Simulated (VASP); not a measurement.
The system is RbBr.

```
Rb Br
1.0
     0.00000    3.27775    3.46083
     3.27775    0.00000    3.46083
     3.27775    3.27775    0.00000
Rb Br
1 1
Direct
  0.00000 0.00000 0.00000
  0.50000 0.50000 0.50000
```

This cell differs from its parent crystal: biaxial xy strain -5.3%.

Base run:

* Program: VASP 6.6.1
* Functional: PBE
* Potentials or basis: VASP PAW PBE potentials, release 64 (Rb_sv, Br)
* Cutoff: 520 eV
* k mesh: 4 × 4 × 4
* Occupations: gaussian, width 0.01 eV
* Spin: no spin polarisation

Its results: band gap on the k mesh 4.53 eV, direct; pressure 2.8 GPa.

**Question.** The run is repeated on the same cell with these changes: functional from PBE to r2SCAN; k mesh from 4 × 4 × 4 to 6 × 6 × 6. What comes out?

**Answer.** Band gap on the k mesh 5.14 eV, direct; pressure 2.2 GPa.

Several settings changed at once, so the effect can't be laid on one alone.

Caveats: the PAW data sets were made with another functional, which shifts forces and pressure a little (some runs).

